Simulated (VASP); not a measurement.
A run of VASP 6.6.1 is set up as follows.

The input INCAR:

```
SYSTEM = TiAl3Ni2
PREC = Accurate ; ENCUT = 520
EDIFF = 1E-6 ; ISMEAR = 0
SIGMA = 0.1 ; LREAL = .False.
LASPH = .True. ; NELM = 80
ALGO = Normal ; ISIF = 2
LWAVE = .False. ; LCHARG = .False.
GGA = PE ; NBANDS = 30
```

The input KPOINTS:

```
regular mesh
0
Gamma
  6 6 4
  0 0 0
```

Contents of POSCAR:

```
TiAl3Ni2
1.0
    4.1826857000      0.0000000000      0.0000000000
   -2.0913429000      3.6223121000      0.0000000000
    0.0000000000      0.0000000000      5.4299758000
Ti Al Ni
1 3 2
Direct
    0.0000000000      0.0000000000      0.5000000000
    0.3333333000      0.6666667000      0.2537020000
    0.6666667000      0.3333333000      0.7462980000
    0.0000000000      0.0000000000      0.0000000000
    0.3333333000      0.6666667000      0.7532830000
    0.6666667000      0.3333333000      0.2467170000
```

Potentials or basis: VASP PAW PBE potentials, release 64 (Ti_sv, Al, Ni).

Run with:

```bash
$ cat potpaw_PBE.64/Ti_sv/POTCAR potpaw_PBE.64/Al/POTCAR potpaw_PBE.64/Ni/POTCAR > POTCAR
$ mpirun -np 1 vasp_std > vasp.out
```

Problem. Estimate the pressure.

Solution. 0.0 GPa.

Problem. What does it give for the largest force?

Solution. 0.009 eV/Å.

Forces on the atoms (eV/Å):
```
Ti   0.000  0.000  0.000
Al   0.000  0.000  0.009
Al   0.000  0.000 -0.009
Al   0.000  0.000  0.000
Ni   0.000  0.000 -0.004
Ni   0.000  0.000  0.004
```

Spin polarisation is off, so any magnetic state and its effect on volume and gap are missing.
